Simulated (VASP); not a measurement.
A run of VASP 6.6.1:

The input POSCAR:

```
Te
1.0
    2.2537002340      1.3011744350      1.8402253386
   -2.2537002340      1.3011744350      1.8402253386
    0.0000000000     -2.6023488754      1.8402253348
Te
1
Direct
    0.5000000000      0.5000000000      0.5000000000
```

INCAR.step1

```
ALGO     = Normal         # electronic algorithm
EDIFF    = 1E-4           # SCF threshold, eV
ENCUT    = 520            # plane-wave cutoff, eV
GGA      = PE             # functional
ISMEAR   = 0              # smearing method
LASPH    = True           # aspherical terms in the spheres
LCHARG   = False          # write CHGCAR
LREAL    = False          # projectors in reciprocal space
LWAVE    = True           # write WAVECAR
NBANDS   = 9              # bands
NELM     = 80             # most SCF steps
PREC     = Accurate       # precision mode
SIGMA    = 0.1            # smearing width, eV
```

INCAR.step2

```
ALGO     = Normal         # electronic algorithm
EDIFF    = 1E-7           # SCF threshold, eV
ENCUT    = 520            # plane-wave cutoff, eV
ISIF     = 2              # what is computed and relaxed
ISMEAR   = 0              # smearing method
ISTART   = 1            
LASPH    = True           # aspherical terms in the spheres
LCHARG   = False          # write CHGCAR
LMIXTAU  = True         
LREAL    = False          # projectors in reciprocal space
LWAVE    = False          # write WAVECAR
METAGGA  = R2SCAN         # meta-GGA
NBANDS   = 9              # bands
NELM     = 80             # most SCF steps
PREC     = Accurate       # precision mode
SIGMA    = 0.1            # smearing width, eV
```

File KPOINTS:

```
k-points
0
Gamma
  11 11 11
```

Potentials or basis: VASP PAW PBE potentials, release 64 (Te).

Launch:

```bash
$ cat potpaw_PBE.64/Te/POTCAR > POTCAR
$ cp INCAR.step1 INCAR
$ mpirun -np 1 vasp_std > vasp.out
$ cp INCAR.step2 INCAR
$ mpirun -np 1 vasp_std > vasp.out
```

Hardware: 1 thread of Intel(R) Xeon(R) 6975P-C (Granite Rapids) (shared host).

**Question.** How long does it take, and how much memory?

**Answer.** Wall time 30 s on 1 thread of Intel(R) Xeon(R) 6975P-C (Granite Rapids), with other jobs on the host, peak memory 0.17 GiB. Counts: k points 146.
